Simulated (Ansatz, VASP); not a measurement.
**Sn in VASP and in Ansatz**

```xyz
4
Lattice="5.0380 0.0000 0.0000 -2.5190 4.3630 0.0000 0.0000 0.0000 6.0813" Properties=species:S:1:pos:R:3 pbc="T T T"
Sn    0.0000    0.0000    1.5203
Sn    0.0000    0.0000    4.5610
Sn    0.0000    2.9087    1.5203
Sn    2.5190    1.4543    4.5610
```

Alike in both runs: functional r2SCAN; k mesh 12 × 12 × 8; occupations gaussian, width 0.1 eV; no spin polarisation.

Ansatz relaxed the structure, and its values are those at the end. VASP's run is a single point on that final structure, the one shown.

|  | VASP | Ansatz |
| --- | --- | --- |
| version | VASP 6.6.1 | Ansatz 0.2.0 |
| potentials or method | VASP PAW PBE potentials, release 64 (Sn_d), cutoff 520 eV | scalar-relativistic, plane waves, PAW |
| valence electrons in the cell | 56 | 56 |

```tsv
	VASP	Ansatz	Ansatz less VASP
gap on the k mesh at the Fermi level (eV)	none	none	-
pressure (GPa)	-0.1	-0.1	+0.04
```

VASP's potentials were made for PBE, not for r2SCAN. A gap of «none» marks a metal or a gap that the smearing closes. The functional is the same, so the differences come from potentials, cutoffs and numerics.
